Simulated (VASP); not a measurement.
# BeTe (I-4m2) in VASP: further runs, part 2 of 2

VASP 6.6.1.

### 3 Single point, LDA (strain -0.040 along x and y, +0.080 along z)

INCAR reads:

```
SYSTEM = BeTe
PREC = Accurate
ENCUT = 520
EDIFF = 1E-6
ISMEAR = 0
SIGMA = 0.05
LREAL = .False.
LASPH = .True.
NELM = 100
ALGO = Normal
ISIF = 2
LWAVE = .False.
LCHARG = .False.
GGA = CA
NBANDS = 11
```

KPOINTS reads:

```
Automatic mesh
0
Gamma
  8 8 8
  0 0 0
```

POSCAR reads:

```
BeTe
1.0
    0.0000000000      2.6592000000      2.9916000000
    2.6592000000      0.0000000000      2.9916000000
    2.6592000000      2.6592000000      0.0000000000
Be Te
1 1
Direct
    0.0000000000      0.0000000000      0.0000000000
    0.7500000000      0.7500000000      0.7500000000
```

Potentials or basis: VASP PAW LDA potentials, release 64 (Be, Te).

Launch:

```bash
$ cat potpaw_LDA.64/Be/POTCAR potpaw_LDA.64/Te/POTCAR > POTCAR
$ mpirun -np 1 vasp_std > vasp.out
```

OUTCAR:

```text
SYSTEM = BeTe
   PREC = Accurate
   ENCUT = 520
   EDIFF = 1E-6
   ISMEAR = 0
   LREAL = .False.
   LASPH = .True.
   NELM = 100
   ISIF = 2
   GGA = CA

 ion  position               nearest neighbor table
   1  0.000  0.000  0.000-   2 2.40   2 2.40   2 2.40   2 2.40
   2  0.750  0.750  0.750-   1 2.40   1 2.40   1 2.40   1 2.40

  LATTYP: Found a body centered tetragonal cell.
 ALAT       =     3.7606767051
 C/A-ratio  =     1.5909902577

  Lattice vectors:

 A1 = (  -2.6592000000,   0.0000000000,   2.9916000000)
 A2 = (   2.6592000000,   0.0000000000,   2.9916000000)
 A3 = (   0.0000000000,   2.6592000000,  -2.9916000000)

Analysis of symmetry for initial positions (statically):
=====================================================================
 Subroutine PRICEL returns:
 Original cell was already a primitive cell.

 Routine SETGRP: Setting up the symmetry group for a
 body centered tetragonal supercell.

 Subroutine GETGRP returns: Found  8 space group operations
 (whereof  8 operations were pure point group operations)
 out of a pool of 16 trial point group operations.

The static configuration has the point symmetry D_2d.

Analysis of symmetry for dynamics (positions and initial velocities):
=====================================================================
 Subroutine PRICEL returns:
 Original cell was already a primitive cell.

 Routine SETGRP: Setting up the symmetry group for a
 body centered tetragonal supercell.

 Subroutine GETGRP returns: Found  8 space group operations
 (whereof  8 operations were pure point group operations)
 out of a pool of 16 trial point group operations.

The dynamic configuration has the point symmetry D_2d.

 Subroutine INISYM returns: Found  8 space group operations
 (whereof  8 operations are pure point group operations),
 and found     1 'primitive' translations

[... 115 lines left out ...]
  volume/ion in A,a.u.               =      21.15       142.76
  Fermi-wavevector in a.u.,A,eV,Ry     =   0.939636  1.775655 12.012799  0.882916
  Thomas-Fermi vector in A             =   2.066968
   LORBIT       =      0    0 simple, 1 ext, 2 COOP (PROOUT), +10 PAW based schemes
   GGA     = CA    functional components
   LHFCALC =     F    Hartree Fock is set to
   AEXX    =    0.0000 exact exchange contribution
   IVDW    =     0    specifies the selected vdW correction
   LEPSILON=     F    determine dielectric tensor
   LRPA    =     F    only Hartree local field effects (RPA)
 non-spin polarized calculation
 Gauss-broadening in eV      SIGMA  =   0.05
  energy-cutoff  :      520.00
  volume of cell :       42.31
 maximum number of plane-waves:      1152
 NGX is ok and might be reduce to    30
   NGX = 15   NGY = 15   NGZ = 13

 number of electron       8.0000000 magnetization

 Free energy of the ion-electron system (eV)
  ---------------------------------------------------
  ext. energy  EPLUGINS =         0.00000000
  ---------------------------------------------------
  free energy    TOTEN  =        -8.63527548 eV

  energy without entropy =       -8.63527548  energy(sigma->0) =       -8.63527548

 E-fermi :   6.0467     XC(G=0):  -9.4879

 val. band max:        5.8382732142   @ k =   0.0000   0.0000   0.0000
 cond. band min:       7.0582165152   @ k =   0.5000   0.0000   0.5000
 fundamental gap:      1.2199433010
 Fermi energy:         6.0467097373

 k-point     1 :       0.0000    0.0000    0.0000
  band No.  band energies     occupation
      1      -7.1022      2.00000
      2       5.0198      2.00000
      3       5.8383      2.00000
      4       5.8383      2.00000
      5       9.1107      0.00000
      6       9.1107      0.00000
      7       9.3699      0.00000
      8       9.5779      0.00000
      9      13.8866      0.00000
     10      14.4819      0.00000
     11      15.2370      0.00000
[... 309 lines left out ...]
 k-point    24 :       0.3750    0.0000    0.1250
  band No.  band energies     occupation
      1      -5.9505      2.00000
      2       0.9171      2.00000
      3       3.6515      2.00000
      4       4.4133      2.00000
      5       8.6461      0.00000
      6      10.1742      0.00000
      7      11.3650      0.00000
      8      11.9468      0.00000
      9      15.2676      0.00000
     10      15.8372      0.00000
     11      17.2227      0.00000

 [... further k-points ...]
[... 5 lines left out ...]
  --------------------------------------------------------------------------------------
  -------------------------------------------------------------------------------------
  Total        1.0895475      1.0895475     -1.3206609      0.0000000     -0.0000000      0.0000000
  in kB       41.2592388     41.2592388    -50.0110964      0.0000000     -0.0000000      0.0000000
  external PRESSURE =      10.8357937 kB  Pullay stress =       0.0000000 kB

 VOLUME and BASIS-vectors are now :
 -----------------------------------------------------------------------------
  energy-cutoff  :      520.00
  volume of cell :       42.31
      direct lattice vectors                 reciprocal lattice vectors
     0.000000000  2.659200000  2.991600000    -0.188026474  0.188026474  0.167134644
     2.659200000  0.000000000  2.991600000     0.188026474 -0.188026474  0.167134644
     2.659200000  2.659200000  0.000000000     0.188026474  0.188026474 -0.167134644

 POSITION                                       TOTAL-FORCE (eV/Angst)
 -----------------------------------------------------------------------------------
      0.00000      0.00000      0.00000        -0.000000     -0.000000     -0.000000
      3.98880      3.98880      4.48740         0.000000      0.000000      0.000000
 -----------------------------------------------------------------------------------
    total drift:                                0.000000      0.000000     -0.000000

  FREE ENERGIE OF THE ION-ELECTRON SYSTEM (eV)
  ---------------------------------------------------
  free  energy   TOTEN  =        -8.6352754828 eV

  energy  without entropy=       -8.6352754828  energy(sigma->0) =       -8.63527548
```

OSZICAR:

```text
N       E                     dE             d eps       ncg     rms          rms(c)
DAV:   1     0.191976440914E+02    0.19198E+02   -0.33632E+03  1298   0.595E+02
DAV:   2    -0.775883599935E+01   -0.26956E+02   -0.25900E+02  1712   0.907E+01
DAV:   3    -0.884011647484E+01   -0.10813E+01   -0.10795E+01  1686   0.193E+01
DAV:   4    -0.885043142744E+01   -0.10315E-01   -0.10314E-01  1518   0.221E+00
DAV:   5    -0.885062175266E+01   -0.19033E-03   -0.19032E-03  1572   0.287E-01    0.460E+00
DAV:   6    -0.868955589885E+01    0.16107E+00   -0.17286E-01  1451   0.152E+00    0.269E+00
DAV:   7    -0.863592108427E+01    0.53635E-01   -0.13584E-01  1507   0.152E+00    0.479E-01
DAV:   8    -0.863522113153E+01    0.69995E-03   -0.63059E-03  1465   0.434E-01    0.121E-01
DAV:   9    -0.863527231341E+01   -0.51182E-04   -0.20594E-04  1627   0.914E-02    0.476E-02
DAV:  10    -0.863527573103E+01   -0.34176E-05   -0.26031E-05  1415   0.236E-02    0.180E-02
DAV:  11    -0.863527548277E+01    0.24826E-06   -0.96058E-07  1134   0.590E-03
   1 F= -.86352755E+01 E0= -.86352755E+01  d E =-.312498E-11
```

stdout:

```text
POSCAR found type information on POSCAR BeTe
 POSCAR found :  2 types and       2 ions
 scaLAPACK will be used
 LDA part: xc-table for (Slater(with rela. corr.)+CA(PZ))
 , standard interpolation
 POSCAR, INCAR and KPOINTS ok, starting setup
 FFT: planning ... GRIDC
 FFT: planning ... GRID_SOFT
 FFT: planning ... GRID
 WAVECAR not read
 entering main loop
```

Run time: 24 s. Hardware: 1 thread of AMD EPYC 7R43 (Zen 3), shared host; peak memory 0.13 GiB.

Results:

- Free energy: -8.6353 eV
- Pressure: 1.1 GPa
- Band gap on the k mesh: 1.22 eV, indirect (least direct gap 3.27 eV)

Stress tensor (GPa, compression positive):
```
 4.13  0.00  0.00
 0.00  4.13  0.00
 0.00  0.00 -5.00
```

Caveat: the cell differs from its parent crystal (strain -0.040 along x and y, +0.080 along z); spin-orbit coupling is left out, which moves the levels of the heavy elements.

### 4 Single point, LDA (strain +0.040 along x and y, -0.080 along z)

INCAR reads:

```
SYSTEM = BeTe
PREC     = Accurate       ! precision mode
ENCUT    = 520            ! plane-wave cutoff, eV
EDIFF    = 1E-6           ! SCF threshold, eV
ISMEAR   = 0              ! smearing method
SIGMA    = 0.05           ! smearing width, eV
LREAL    = .False.        ! projectors in reciprocal space
LASPH    = .True.         ! aspherical terms in the spheres
NELM     = 80             ! most SCF steps
ALGO     = Normal         ! electronic algorithm
ISIF     = 2              ! what is computed and relaxed
LWAVE    = .False.        ! write WAVECAR
LCHARG   = .False.        ! write CHGCAR
NBANDS   = 11             ! bands
```

KPOINTS reads:

```
regular mesh
0
Gamma
  8 8 8
  0 0 0
```

POSCAR reads:

```
BeTe
1.0
    0.0000000000      2.8808000000      2.5484000000
    2.8808000000      0.0000000000      2.5484000000
    2.8808000000      2.8808000000      0.0000000000
Be Te
1 1
Direct
    0.0000000000      0.0000000000      0.0000000000
    0.7500000000      0.7500000000      0.7500000000
```

Launch:

```bash
$ cat potpaw_LDA.64/Be/POTCAR potpaw_LDA.64/Te/POTCAR > POTCAR
$ mpirun -np 1 vasp_std > vasp.out
```

Wall time 27 s (1 thread of AMD EPYC 7R43 (Zen 3), shared host); peak memory 0.13 GiB.

The run converged. Its results:

```yaml
Free_energy: -8.6533 eV
Pressure: 1.0 GPa
Band_gap_on_the_k_mesh: 0.87 eV, indirect (least direct gap 3.10 eV)
```

Stress tensor (GPa, compression positive):
```
-1.03  0.00  0.00
 0.00 -1.03  0.00
 0.00  0.00  4.96
```

Levels at points of the mesh, in eV from the valence-band top:
| k point | band 1 | band 2 | band 3 | band 4 | band 5 | band 6 | band 7 | band 8 |
| --- | --- | --- | --- | --- | --- | --- | --- | --- |
| (0.00, 0.00, 0.00) | -13.04 | -0.56 | -0.56 | 0.00 | 3.10 | 3.36 | 3.36 | 3.69 |
| (0.50, 0.00, 0.00) | -11.55 | -6.23 | -2.07 | -1.10 | 2.44 | 3.76 | 5.02 | 7.46 |
| (0.50, 0.50, 0.00) | -10.69 | -5.20 | -3.75 | -3.75 | 0.87 | 1.54 | 9.61 | 9.61 |
| (0.50, 0.00, 0.50) | -11.19 | -5.96 | -2.96 | -2.75 | 1.71 | 2.63 | 8.75 | 9.15 |

Caveat: the cell differs from its parent crystal (strain +0.040 along x and y, -0.080 along z); spin-orbit coupling is left out, which moves the levels of the heavy elements. A k mesh can miss the band edges.

### 5 Single point, LDA (strain +0.040 along x and y, -0.040 along z)

INCAR reads:

```
SYSTEM = BeTe
PREC = Accurate
ENCUT = 520
EDIFF = 1E-6
ISMEAR = 0
SIGMA = 0.05
LREAL = .FALSE.
LASPH = .TRUE.
NELM = 80
ALGO = Normal
ISIF = 2
LWAVE = .FALSE.
LCHARG = .FALSE.
GGA = CA
NBANDS = 11
```

KPOINTS reads:

```
regular mesh
0
G
  8 8 8
  0 0 0
```

POSCAR reads:

```
BeTe
1.0
    0.0000000000      2.8808000000      2.6592000000
    2.8808000000      0.0000000000      2.6592000000
    2.8808000000      2.8808000000      0.0000000000
Be Te
1 1
Direct
    0.0000000000      0.0000000000      0.0000000000
    0.7500000000      0.7500000000      0.7500000000
```

Potentials or basis: VASP PAW LDA potentials, release 64 (Be, Te).

Launch:

```bash
$ cat potpaw_LDA.64/Be/POTCAR potpaw_LDA.64/Te/POTCAR > POTCAR
$ mpirun -np 1 vasp_std > vasp.out
```

OUTCAR:

```text
SYSTEM = BeTe
   PREC = Accurate
   ENCUT = 520
   EDIFF = 1E-6
   ISMEAR = 0
   LREAL = .FALSE.
   LASPH = .TRUE.
   NELM = 80
   ISIF = 2
   GGA = CA

 ion  position               nearest neighbor table
   1  0.000  0.000  0.000-   2 2.43   2 2.43   2 2.43   2 2.43
   2  0.750  0.750  0.750-   1 2.43   1 2.43   1 2.43   1 2.43

  LATTYP: Found a body centered tetragonal cell.
 ALAT       =     4.0740664305
 C/A-ratio  =     1.3054279037

  Lattice vectors:

 A1 = (   0.0000000000,  -2.8808000000,  -2.6592000000)
[... 515 lines left out ...]
      7      10.7193      0.00000
      8      11.6807      0.00000
      9      14.6106      0.00000
     10      14.9860      0.00000
     11      16.0804      0.00000

 [... further k-points ...]
[... 5 lines left out ...]
  --------------------------------------------------------------------------------------
  -------------------------------------------------------------------------------------
  Total       -0.8251024     -0.8251024      0.3367477      0.0000000      0.0000000      0.0000000
  in kB      -29.9509929    -29.9509929     12.2238488      0.0000000      0.0000000      0.0000000
  external PRESSURE =     -15.8927123 kB  Pullay stress =       0.0000000 kB

 VOLUME and BASIS-vectors are now :
 -----------------------------------------------------------------------------
  energy-cutoff  :      520.00
  volume of cell :       44.14
      direct lattice vectors                 reciprocal lattice vectors
     0.000000000  2.880800000  2.659200000    -0.173562899  0.173562899  0.188026474
     2.880800000  0.000000000  2.659200000     0.173562899 -0.173562899  0.188026474
     2.880800000  2.880800000  0.000000000     0.173562899  0.173562899 -0.188026474

 POSITION                                       TOTAL-FORCE (eV/Angst)
 -----------------------------------------------------------------------------------
      0.00000      0.00000      0.00000         0.000000      0.000000      0.000000
      4.32120      4.32120      3.98880        -0.000000     -0.000000     -0.000000
 -----------------------------------------------------------------------------------
    total drift:                               -0.000000     -0.000000     -0.000000

  FREE ENERGIE OF THE ION-ELECTRON SYSTEM (eV)
  ---------------------------------------------------
  free  energy   TOTEN  =        -8.6885146842 eV

  energy  without entropy=       -8.6885146842  energy(sigma->0) =       -8.68851468
```

OSZICAR:

```text
N       E                     dE             d eps       ncg     rms          rms(c)
DAV:   1     0.180133667617E+02    0.18013E+02   -0.32682E+03  1298   0.589E+02
DAV:   2    -0.774202564602E+01   -0.25755E+02   -0.24667E+02  1697   0.889E+01
DAV:   3    -0.885935750637E+01   -0.11173E+01   -0.11153E+01  1648   0.195E+01
DAV:   4    -0.887242802518E+01   -0.13071E-01   -0.13070E-01  1512   0.243E+00
DAV:   5    -0.887268734751E+01   -0.25932E-03   -0.25932E-03  1586   0.334E-01    0.429E+00
DAV:   6    -0.873623649589E+01    0.13645E+00   -0.14087E-01  1454   0.136E+00    0.251E+00
DAV:   7    -0.868899482960E+01    0.47242E-01   -0.11801E-01  1528   0.141E+00    0.424E-01
DAV:   8    -0.868846111393E+01    0.53372E-03   -0.55690E-03  1460   0.403E-01    0.111E-01
DAV:   9    -0.868851054842E+01   -0.49434E-04   -0.17791E-04  1622   0.859E-02    0.415E-02
DAV:  10    -0.868851479906E+01   -0.42506E-05   -0.23165E-05  1445   0.220E-02    0.150E-02
DAV:  11    -0.868851468423E+01    0.11483E-06   -0.73915E-07  1097   0.539E-03
   1 F= -.86885147E+01 E0= -.86885147E+01  d E =-.774895E-11
```

stdout:

```text
POSCAR found type information on POSCAR BeTe
 POSCAR found :  2 types and       2 ions
 scaLAPACK will be used
 LDA part: xc-table for (Slater(with rela. corr.)+CA(PZ))
 , standard interpolation
 POSCAR, INCAR and KPOINTS ok, starting setup
 FFT: planning ... GRIDC
 FFT: planning ... GRID_SOFT
 FFT: planning ... GRID
 WAVECAR not read
 entering main loop
```

It took 25 s on 1 thread of AMD EPYC 7R43 (Zen 3), shared host; peak memory 0.13 GiB.

Results:

- Free energy: -8.6885 eV
- Pressure: -1.6 GPa
- Band gap on the k mesh: 1.27 eV, indirect (least direct gap 3.26 eV)

Stress tensor (GPa, compression positive):
```
-3.00  0.00  0.00
 0.00 -3.00  0.00
 0.00  0.00  1.22
```

Caveat: the cell differs from its parent crystal (strain +0.040 along x and y, -0.040 along z); spin-orbit coupling is left out, which moves the levels of the heavy elements. A k mesh can miss the band edges.

### 6 Single point, LDA (strain +0.000 along x and y, +0.080 along z)

INCAR reads:

```
SYSTEM = BeTe
PREC = Accurate
ENCUT = 520
EDIFF = 1E-7
ISMEAR = 0
SIGMA = 0.05
LREAL = .False.
LASPH = .True.
NELM = 100
ALGO = Normal
ISIF = 2
LWAVE = .False.
LCHARG = .False.
NBANDS = 11
```

KPOINTS reads:

```
regular mesh
0
Gamma
  8 8 8
  0 0 0
```

POSCAR reads:

```
BeTe
1.0
    0.0000000000      2.7700000000      2.9916000000
    2.7700000000      0.0000000000      2.9916000000
    2.7700000000      2.7700000000      0.0000000000
Be Te
1 1
Direct
    0.0000000000      0.0000000000      0.0000000000
    0.7500000000      0.7500000000      0.7500000000
```

Potentials or basis: VASP PAW LDA potentials, release 64 (Be, Te).

Launch:

```bash
$ cat potpaw_LDA.64/Be/POTCAR potpaw_LDA.64/Te/POTCAR > POTCAR
$ mpirun -np 1 vasp_std > vasp.out
```

Run time: 26 s. Hardware: 1 thread of AMD EPYC 7R43 (Zen 3), shared host; peak memory 0.13 GiB.

The run converged. Its results:

```
Free energy            : -8.6556 eV
Pressure               : -3.6 GPa
Band gap on the k mesh : 1.63 eV, indirect (least direct gap 3.33 eV)
```

Stress tensor (GPa, compression positive):
```
-1.91  0.00  0.00
 0.00 -1.91  0.00
 0.00  0.00 -7.09
```

Levels at points of the mesh, in eV from the valence-band top:
| k point | band 1 | band 2 | band 3 | band 4 | band 5 | band 6 | band 7 | band 8 |
| --- | --- | --- | --- | --- | --- | --- | --- | --- |
| (0.00, 0.00, 0.00) | -12.29 | -0.46 | 0.00 | 0.00 | 3.33 | 3.43 | 3.43 | 3.60 |
| (0.50, 0.00, 0.00) | -11.02 | -5.50 | -1.56 | -0.90 | 2.63 | 4.40 | 4.65 | 7.55 |
| (0.50, 0.50, 0.00) | -10.76 | -5.35 | -2.33 | -2.33 | 2.14 | 2.95 | 9.17 | 9.17 |
| (0.50, 0.00, 0.50) | -10.46 | -4.94 | -2.91 | -2.78 | 1.63 | 2.34 | 8.92 | 9.20 |

Caveat: the cell differs from its parent crystal (strain +0.000 along x and y, +0.080 along z); spin-orbit coupling is left out, which moves the levels of the heavy elements. A k mesh can miss the band edges.

### 7 Overview

| cell | gap on the mesh (eV) | pressure (GPa) |
| --- | --- | --- |
| a = 3.921, b = 3.921, c = 3.761 Å, angles 61.3, 61.3, 57.3°, 2 atoms | 1.28 | 3.8 |
| a = 4.003, b = 4.003, c = 3.761 Å, angles 62.0, 62.0, 56.0°, 2 atoms | 1.22 | 1.1 |
| a = 3.846, b = 3.846, c = 4.074 Å, angles 58.0, 58.0, 64.0°, 2 atoms | 0.87 | 1.0 |
| a = 3.921, b = 3.921, c = 4.074 Å, angles 58.7, 58.7, 62.6°, 2 atoms | 1.27 | -1.6 |
| a = 4.077, b = 4.077, c = 3.917 Å, angles 61.3, 61.3, 57.4°, 2 atoms | 1.63 | -3.6 |

Alike in all rows: task single point; level LDA; potentials or basis VASP PAW LDA potentials, release 64 (Be, Te); no spin polarisation; k mesh 8 × 8 × 8; cutoff (eV) 520; smearing gaussian 0.05 eV.

Caveats: spin-orbit coupling is left out, which moves the levels of the heavy elements.

Total energies depend on the potentials used, so only differences within one code and one set of settings carry meaning.
